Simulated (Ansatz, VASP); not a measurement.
## K: VASP beside Ansatz

The input INCAR:

```
SYSTEM = K
PREC = Accurate
ENCUT = 520
EDIFF = 1E-6
ISMEAR = 1
SIGMA = 0.3
LREAL = .FALSE.
LASPH = .TRUE.
NELM = 100
ALGO = Normal
ISIF = 2
LWAVE = .FALSE.
LCHARG = .FALSE.
GGA = PE
NBANDS = 10
```

Contents of KPOINTS:

```
regular mesh
0
G
  9 9 9
  0 0 0
```

The input POSCAR:

```
K
1.0
   -2.6417142217      2.6417142217      2.6417142217
    2.6417142217     -2.6417142217      2.6417142217
    2.6417142217      2.6417142217     -2.6417142217
K
1
Direct
    0.0000000000      0.0000000000      0.0000000000
```

Input for Ansatz:

```yaml
crystal:
  lattice:
    - [-2.6417142217, 2.6417142217, 2.6417142217]
    - [2.6417142217, -2.6417142217, 2.6417142217]
    - [2.6417142217, 2.6417142217, -2.6417142217]
  atoms:
    - { symbol: K, position: [0.0, 0.0, 0.0] }
hamiltonian:
  xc: pbe
  pseudopotentials:
    kind: paw
    azcp:
      K: "pseudopotentials/K.paw.azcp"
basis:
  ecutwfc: 420
  fft_grid_basis: typed
kpoints:
  mp_grid: { grid: [9, 9, 9], shift: [0, 0, 0] }
magnetization:
  spin_polarized: false
scf:
  occupations: { method: cold, width: 0.3 }
  lower_state_search: "off"
output:
  stress: true
  write_density: true
  write_potential: true
  elf: true
  volumetric_format: npy
```

Alike in both runs: task single point; functional PBE; k mesh 9 × 9 × 9; no spin polarisation.

|  | VASP | Ansatz |
| --- | --- | --- |
| version | VASP 6.6.1 | Ansatz 0.2.0 |
| potentials or method | VASP PAW PBE potentials, release 64 (K_sv), cutoff 520 eV | plane waves (420 eV) with PAW, scalar-relativistic |
| occupations | methfessel-paxton of order 1, width 0.3 eV | cold, width 0.3 eV |
| valence electrons in the cell | 9 | 9 |

|  | VASP | Ansatz | Ansatz less VASP |
| --- | --- | --- | --- |
| pressure (GPa) | 0.0 | 0.0 | +0.01 |
